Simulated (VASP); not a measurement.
# Ge (Cmmm) in VASP: notebook

Runs on Ge. Level: PBE. Tasks: single point.

All numbers are computed with VASP 6.6.1; they aren't measurements. Logs are shortened: lines on timing, memory, paths and dates and some standing lists are left out, and cuts for length are marked.

### 1 The cell of the first run

It takes space group Cmmm (No. 65, orthorhombic). Conventional cell: a = 2.515 Å, b = 4.681 Å, c = 2.698 Å, α = 90.00°, β = 90.00°, γ = 90.00°. Within 3.3 Å of Ge (site symmetry mmm) lie 8 Ge at 2.51 to 2.70 Å.

### 2 Single point, PBE (strain -0.1000 x Voigt [1, 1, 0, 0, 0, 0])

INCAR

```
SYSTEM = Ge
ALGO = Normal
EDIFF = 1E-6
ENCUT = 520
GGA = PE
ISIF = 2
ISMEAR = 0
LASPH = .TRUE.
LCHARG = .FALSE.
LREAL = .FALSE.
LWAVE = .FALSE.
NBANDS = 13
NELM = 60
PREC = Accurate
SIGMA = 0.15
```

KPOINTS

```
k-points
0
G
  20 20 18
  0 0 0
```

POSCAR

```
Ge
1.0
    1.2574341000     -2.3404644000      0.0000000000
    1.2574341000      2.3404644000      0.0000000000
    0.0000000000      0.0000000000      2.6982310000
Ge
1
Direct
    0.5000000000      0.5000000000      0.0000000000
```

Potentials or basis: VASP PAW PBE potentials, release 64 (Ge_d).

Run with:

```bash
$ cat potpaw_PBE.64/Ge_d/POTCAR > POTCAR
$ mpirun -np 1 vasp_std > vasp.out
```

OUTCAR:

```text
SYSTEM = Ge
   EDIFF = 1E-6
   ENCUT = 520
   GGA = PE
   ISIF = 2
   ISMEAR = 0
   LASPH = .TRUE.
   LREAL = .FALSE.
   NELM = 60
   PREC = Accurate

 ion  position               nearest neighbor table
   1  0.500  0.500  0.000-

  LATTYP: Found a base centered orthorhombic cell.
 ALAT       =     2.5148682000
 B/A-ratio  =     1.8613018368
 C/A-ratio  =     1.0729114949

  Lattice vectors:

 A1 = (   1.2574341000,  -2.3404644000,   0.0000000000)
 A2 = (   1.2574341000,   2.3404644000,   0.0000000000)
 A3 = (   0.0000000000,   0.0000000000,   2.6982310000)

Analysis of symmetry for initial positions (statically):
=====================================================================
 Subroutine PRICEL returns:
 Original cell was already a primitive cell.

 Routine SETGRP: Setting up the symmetry group for a
 base centered orthorhombic supercell.

 Subroutine GETGRP returns: Found  8 space group operations
 (whereof  8 operations were pure point group operations)
 out of a pool of  8 trial point group operations.

The static configuration has the point symmetry D_2h.

Analysis of symmetry for dynamics (positions and initial velocities):
=====================================================================
 Subroutine PRICEL returns:
 Original cell was already a primitive cell.

 Routine SETGRP: Setting up the symmetry group for a
 base centered orthorhombic supercell.

 Subroutine GETGRP returns: Found  8 space group operations
 (whereof  8 operations were pure point group operations)
 out of a pool of  8 trial point group operations.

The dynamic configuration has the point symmetry D_2h.

 Subroutine INISYM returns: Found  8 space group operations
 (whereof  8 operations are pure point group operations),
 and found     1 'primitive' translations

----------------------------------------------------------------------------------------

                                     Primitive cell

  volume of cell :      15.8817

  direct lattice vectors                    reciprocal lattice vectors
     1.257434100 -2.340464400  0.000000000     0.397635152 -0.213632816  0.000000000
     1.257434100  2.340464400  0.000000000     0.397635152  0.213632816  0.000000000
     0.000000000  0.000000000  2.698231000     0.000000000  0.000000000  0.370613191

  length of vectors
     2.656861706  2.656861706  2.698231000     0.451389737  0.451389737  0.370613191

  position of ions in fractional coordinates (direct lattice)
     0.500000000  0.500000000  0.000000000
[... 83 lines left out ...]
   ISYM   =      2    0-nonsym 1-usesym 2-fastsym
   POTIM  = 0.5000    time-step for ionic-motion
   TEBEG  =    0.0;   TEEND  =   0.0 temperature during run
   PSTRESS=    0.0 pullay stress
   NELECT =      14.0000    total number of electrons
   NUPDOWN=      -1.0000    fix difference up-down
   EMIN   =  10.00;   EMAX   =-10.00  energy-range for DOS
   EFERMI =   0.00;   METHOD = LEGACY
   ISMEAR =     0;   SIGMA  =   0.15  broadening in eV -4-tet -1-fermi 0-gaus
   EFERMI_NEDOS =   21; number of points for ismear=-14 and -15
   IALGO  =     38    algorithm
   IMIX   =      4    mixing-type and parameters
     AMIX     =   0.40;   BMIX     =  1.00
     AMIX_MAG =   1.60;   BMIX_MAG =  1.00
  volume/ion in A,a.u.               =      15.88       107.17
  Fermi-wavevector in a.u.,A,eV,Ry     =   1.569707  2.966317 33.524502  2.463981
  Thomas-Fermi vector in A             =   2.671550
   LORBIT       =      0    0 simple, 1 ext, 2 COOP (PROOUT), +10 PAW based schemes
   GGA     = PE    functional components
   LHFCALC =     F    Hartree Fock is set to
   AEXX    =    0.0000 exact exchange contribution
   IVDW    =     0    specifies the selected vdW correction
   LEPSILON=     F    determine dielectric tensor
   LRPA    =     F    only Hartree local field effects (RPA)
 non-spin polarized calculation
 Gauss-broadening in eV      SIGMA  =   0.15
  energy-cutoff  :      520.00
  volume of cell :       15.88
 maximum number of plane-waves:       440
   NGX =  9   NGY =  9   NGZ = 11

 number of electron      13.9999989 magnetization

 Free energy of the ion-electron system (eV)
  ---------------------------------------------------
  ext. energy  EPLUGINS =         0.00000000
  ---------------------------------------------------
  free energy    TOTEN  =        -3.96497450 eV

  energy without entropy =       -3.96126976  energy(sigma->0) =       -3.96312213

 E-fermi :   8.6950     XC(G=0): -12.1108

 val. band max:        8.6943268240   @ k =  -0.4500   0.3000   0.3333
 cond. band min:       8.6953744507   @ k =  -0.2500   0.0500   0.2222
 fundamental gap:      0.0010476267
 Fermi energy:         8.6950130812

 k-point     1 :       0.0000    0.0000    0.0000
  band No.  band energies     occupation
      1     -16.3407      2.00000
      2     -16.2795      2.00000
      3     -16.1705      2.00000
      4     -15.9969      2.00000
      5     -15.9686      2.00000
      6      -6.1966      2.00000
      7      13.5059      0.00000
      8      17.5009      0.00000
      9      19.2806      0.00000
     10      21.4787      0.00000
     11      23.9525      0.00000
     12      26.3475      0.00000
     13      26.8432      0.00000
[... 354 lines left out ...]
  band No.  band energies     occupation
      1     -16.3113      2.00000
      2     -16.1588      2.00000
      3     -16.0800      2.00000
      4     -16.0393      2.00000
      5     -16.0175      2.00000
      6      -2.9112      2.00000
      7       8.2048      2.00000
      8      13.6242      0.00000
      9      16.7504      0.00000
     10      19.6319      0.00000
     11      21.6522      0.00000
     12      29.0606      0.00000
     13      30.9143      0.00000

 [... further k-points ...]

------------------------ aborting loop because EDIFF is reached ----------------------------------------

  FORCE on cell =-STRESS in cart. coord.  units (eV):
  Direction    XX          YY          ZZ          XY          YZ          ZX
  --------------------------------------------------------------------------------------
  -------------------------------------------------------------------------------------
  Total        3.7672555      2.9307311      0.2519180      0.0000000      0.0000000      0.0000000
  in kB      380.0487063    295.6583523     25.4140209      0.0000000      0.0000000      0.0000000
  external PRESSURE =     233.7070265 kB  Pullay stress =       0.0000000 kB

 VOLUME and BASIS-vectors are now :
 -----------------------------------------------------------------------------
  energy-cutoff  :      520.00
  volume of cell :       15.88
      direct lattice vectors                 reciprocal lattice vectors
     1.257434100 -2.340464400  0.000000000     0.397635152 -0.213632816  0.000000000
     1.257434100  2.340464400  0.000000000     0.397635152  0.213632816  0.000000000
     0.000000000  0.000000000  2.698231000     0.000000000  0.000000000  0.370613191

 POSITION                                       TOTAL-FORCE (eV/Angst)
 -----------------------------------------------------------------------------------
      1.25743      0.00000      0.00000         0.000000     -0.000000      0.000000
 -----------------------------------------------------------------------------------
    total drift:                               -0.000000      0.000000     -0.000000

  FREE ENERGIE OF THE ION-ELECTRON SYSTEM (eV)
  ---------------------------------------------------
  free  energy   TOTEN  =        -3.9649745004 eV

  energy  without entropy=       -3.9612697565  energy(sigma->0) =       -3.96312213
```

OSZICAR:

```text
N       E                     dE             d eps       ncg     rms          rms(c)
DAV:   1     0.606530416645E+02    0.60653E+02   -0.69022E+03 31421   0.310E+03
DAV:   2     0.612746400437E+00   -0.60040E+02   -0.57071E+02 30595   0.407E+02
DAV:   3    -0.393226150115E+01   -0.45450E+01   -0.45229E+01 32905   0.665E+01
DAV:   4    -0.398368737734E+01   -0.51426E-01   -0.51419E-01 33423   0.757E+00
DAV:   5    -0.398411301178E+01   -0.42563E-03   -0.42563E-03 33520   0.745E-01    0.192E+00
DAV:   6    -0.397205135898E+01    0.12062E-01   -0.59959E-03 36380   0.193E+00    0.110E+00
DAV:   7    -0.396509199675E+01    0.69594E-02   -0.59536E-03 35699   0.149E+00    0.778E-02
DAV:   8    -0.396497625889E+01    0.11574E-03   -0.70360E-04 35030   0.677E-01    0.340E-02
DAV:   9    -0.396497528988E+01    0.96901E-06   -0.25047E-05 38982   0.115E-01    0.125E-02
DAV:  10    -0.396497450043E+01    0.78945E-06   -0.61821E-07 23058   0.127E-02
   1 F= -.39649745E+01 E0= -.39631221E+01  d E =-.370474E-02
```

stdout:

```text
POSCAR found type information on POSCAR Ge
 POSCAR found :  1 types and       1 ions
 scaLAPACK will be used
 LDA part: xc-table for (Slater+PW92), standard interpolation
 POSCAR, INCAR and KPOINTS ok, starting setup
 FFT: planning ... GRIDC
 FFT: planning ... GRID_SOFT
 FFT: planning ... GRID
 WAVECAR not read
 entering main loop
```

Wall time 1.9 min (1 thread of Intel Xeon 6975P-C (Granite Rapids), shared host); peak memory 0.3 GiB.

What came out:

* Free energy: -3.9650 eV
* Pressure: 23.4 GPa
* Band gap on the k mesh: zero (bands 7 and 8 overlap by 9.33 eV)

Stress tensor (GPa, compression positive):
```
38.00  0.00  0.00
 0.00 29.57  0.00
 0.00  0.00  2.54
```

Levels at points of the mesh, in eV from the Fermi level:
```tsv
k point	band 3	band 4	band 5	band 6	band 7	band 8	band 9	band 10	band 11	band 12
(0.00, 0.00, 0.00)	-24.87	-24.69	-24.66	-14.89	4.81	8.81	10.59	12.78	15.26	17.65
(0.50, 0.00, 0.00)	-24.80	-24.72	-24.64	-7.44	-6.65	5.19	9.24	10.70	15.55	15.89
(0.50, 0.50, 0.00)	-24.81	-24.69	-24.66	-8.62	-6.99	7.56	9.74	11.21	15.11	15.44
(0.00, 0.00, 0.50)	-24.84	-24.75	-24.72	-11.30	-7.26	13.42	15.68	18.45	19.76	20.42
(0.50, 0.00, 0.50)	-24.79	-24.65	-24.57	-3.90	-3.31	-1.35	3.20	7.91	13.55	15.05
(0.50, 0.50, 0.50)	-24.75	-24.66	-24.61	-4.62	-4.19	-2.24	2.66	10.32	15.89	17.11
```

Caveat: the cell differs from its parent crystal (strain -0.1000 x Voigt [1, 1, 0, 0, 0, 0]); the stress differs along the axes, from 3 to 38 GPa.

### 3 Single point, PBE (strain -0.0750 x Voigt [1, 1, 0, 0, 0, 0])

INCAR

```
ALGO = Normal ; EDIFF = 1E-6
ENCUT = 520 ; GGA = PE
ISIF = 2 ; ISMEAR = 0
LASPH = True ; LCHARG = False
LREAL = False ; LWAVE = False
NBANDS = 13 ; NELM = 60
PREC = Accurate ; SIGMA = 0.15
```

KPOINTS

```
k-points
0
Gamma
  20 20 18
```

POSCAR

```
Ge
1.0
    1.2923628250     -2.4054773000      0.0000000000
    1.2923628250      2.4054773000      0.0000000000
    0.0000000000      0.0000000000      2.6982310000
Ge
1
Direct
    0.5000000000      0.5000000000      0.0000000000
```

Potentials or basis: VASP PAW PBE potentials, release 64 (Ge_d).

Run with:

```bash
$ cat potpaw_PBE.64/Ge_d/POTCAR > POTCAR
$ mpirun -np 1 vasp_std > vasp.out
```

It took 1.9 min on 1 thread of Intel Xeon 6975P-C (Granite Rapids), shared host; peak memory 0.31 GiB.

Results (log left out):

```yaml
Free_energy: -4.1178 eV
Pressure: 14.6 GPa
Band_gap_on_the_k_mesh: zero (bands 7 and 8 overlap by 9.36 eV)
```

Stress tensor (GPa, compression positive):
```
24.02  0.00  0.00
 0.00 17.91  0.00
 0.00  0.00  1.73
```

Levels at points of the mesh, in eV from the Fermi level:
```
           k point  band 3  band 4  band 5  band 6  band 7  band 8  band 9  band 10  band 11  band 12
(0.00, 0.00, 0.00)  -24.77  -24.62  -24.60  -14.30    5.36    9.23    9.60    11.59    14.47    17.06
(0.50, 0.00, 0.00)  -24.72  -24.65  -24.59   -7.53   -6.26    4.70    8.74    10.68    15.81    16.15
(0.50, 0.50, 0.00)  -24.71  -24.62  -24.61   -8.63   -6.57    6.90    9.80    10.66    15.41    15.74
(0.00, 0.00, 0.50)  -24.73  -24.69  -24.66  -10.66   -6.80   12.43   14.46    17.76    18.76    19.90
(0.50, 0.00, 0.50)  -24.72  -24.60  -24.51   -3.43   -3.39   -1.41    3.32     7.46    12.97    14.55
(0.50, 0.50, 0.50)  -24.68  -24.60  -24.55   -4.61   -3.68   -2.23    2.83     9.70    15.17    16.48
```

Caveat: the cell differs from its parent crystal (strain -0.0750 x Voigt [1, 1, 0, 0, 0, 0]); the stress differs along the axes, from 2 to 24 GPa.
